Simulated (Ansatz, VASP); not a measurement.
**AlNi in VASP and in Ansatz**

File INCAR:

```
ALGO = Normal ; EDIFF = 1E-6
ENCUT = 520 ; GGA = PE
ISIF = 2 ; ISMEAR = 0
LASPH = T ; LCHARG = F
LREAL = F ; LWAVE = F
NBANDS = 14 ; NELM = 100
PREC = Accurate ; SIGMA = 0.15
```

The input KPOINTS:

```
k-points
0
Gamma
  16 16 16
```

Contents of POSCAR:

```
AlNi
1.0
    2.8927237805      0.0000000000      0.0000000000
    0.0000000000      2.8927237805      0.0000000000
    0.0000000000      0.0000000000      2.8927237805
Al Ni
1 1
Direct
    0.0000000000      0.0000000000     -0.0138277980
    0.5000000000      0.5000000000      0.5063566817
```

Input for Ansatz:

```yaml
crystal:
  lattice:
    - [2.8927237805, 0.0, 0.0]
    - [0.0, 2.8927237805, 0.0]
    - [0.0, 0.0, 2.8927237805]
  atoms:
    - { symbol: Al, position: [0.0, 0.0, -0.013827798] }
    - { symbol: Ni, position: [0.5, 0.5, 0.5063566817] }
basis:
  ecutwfc: 520.0
kpoints:
  mp_grid: { grid: [16, 16, 16] }
hamiltonian:
  xc: pbe
  pseudopotentials: { kind: paw, azcp: { folder: soft_1 } }
scf:
  occupations: { method: gaussian, width: 0.15 }
output:
  forces: true
  stress: true
  eigenvalues: true
```

Change from the starting cell: mode 6 frozen in at -0.040 Å, equal normal strain along x, y and z +0.0000.

Alike in both runs: task single point; functional PBE; k mesh 16 × 16 × 16; occupations gaussian, width 0.15 eV; no spin polarisation.

```csv
,VASP,Ansatz
version,VASP 6.6.1,Ansatz 0.2.0
potentials or method,"VASP PAW PBE potentials, release 64 (Al, Ni), cutoff 520 eV","scalar-relativistic, plane waves, PAW"
valence electrons in the cell,13,21
```

```csv
,VASP,Ansatz,Ansatz less VASP
gap on the k mesh at the Fermi level (eV),none,none,-
pressure (GPa),0.3,0.2,-0.07
"traceless stress, the component that is largest in VASP (GPa)",-0.10,-0.10,0.000
rms of the force components (eV/Å),0.192,0.191,-0.0013
```

Atom by atom the forces differ by 0.001 eV/Å (rms over components). A gap of «none» marks a metal or a gap that the smearing closes. VASP's potentials hold 13 valence electrons a cell and Ansatz's 21, so a difference there can come from the potentials and not from the codes.
